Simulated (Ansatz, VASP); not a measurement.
**One calculation of SiGe, two programs**

File INCAR:

```
  PREC = Accurate
  ENCUT = 520
  EDIFF = 1E-6
  ISMEAR = 0
  SIGMA = 0.03
  LREAL = False
  LASPH = True
  NELM = 60
  ALGO = Normal
  ISIF = 2
  LWAVE = False
  LCHARG = True
  GGA = PS
  LELF = True
  LVHAR = True
  NBANDS = 26
```

KPOINTS

```
Automatic mesh
0
Gamma
  12 12 6
```

POSCAR

```
SiGe
1.0
    3.9005968931      0.0000000000      0.0000000000
   -1.9502984466      3.3780159994      0.0000000000
    0.0000000000      0.0000000000      6.4433927721
Si Ge
2 2
Direct
    0.6666666667      0.3333333333      0.8745463420
    0.3333333333      0.6666666667      0.3745463420
    0.6666666667      0.3333333333      0.5120924885
    0.3333333333      0.6666666667      0.0120924885
```

Input for Ansatz:

```yaml
crystal:
  lattice:
    - [3.9005968931, 0.0, 0.0]
    - [-1.9502984466, 3.3780159994, 0.0]
    - [0.0, 0.0, 6.4433927721]
  atoms:
    - { symbol: Si, position: [0.6666666667, 0.3333333333, 0.874546342] }
    - { symbol: Si, position: [0.3333333333, 0.6666666667, 0.374546342] }
    - { symbol: Ge, position: [0.6666666667, 0.3333333333, 0.5120924885] }
    - { symbol: Ge, position: [0.3333333333, 0.6666666667, 0.0120924885] }
basis:
  ecutwfc: 420
kpoints:
  mp_grid: { grid: [12, 12, 6] }
hamiltonian:
  xc: pbesol
scf:
  occupations: { method: gaussian, width: 0.03 }
output:
  forces: true
  stress: true
  eigenvalues: true
```

Change from the starting cell: all Ge atoms moved +0.075 Å, as atom 3 along Cartesian [0 0 1].

Alike in both runs: task single point; functional PBEsol; k mesh 12 × 12 × 6; occupations gaussian, width 0.03 eV; no spin polarisation.

|  | VASP | Ansatz |
| --- | --- | --- |
| version | VASP 6.6.1 | Ansatz 0.2.0 |
| potentials or method | VASP PAW PBE potentials, release 64 (Si, Ge_d), cutoff 520 eV | scalar-relativistic, plane waves, PAW |
| valence electrons in the cell | 36 | 36 |

VASP gave:

* gap on the k mesh at the Fermi level (eV): 0.10
* least direct gap on the mesh (eV): 0.36
* pressure (GPa): 0.1
* traceless stress, the component that is largest in VASP (GPa): 3.10
* rms of the force components (eV/Å): 0.581

**Question.** Which values does Ansatz return?

**Answer.** gap on the k mesh at the Fermi level (eV): 0.10; least direct gap on the mesh (eV): 0.35; pressure (GPa): 0.1; traceless stress, the component that is largest in VASP (GPa): 3.13; rms of the force components (eV/Å): 0.582.

VASP's potentials were made for PBE, not for PBEsol. Atom by atom the forces differ by 0.001 eV/Å (rms over components).
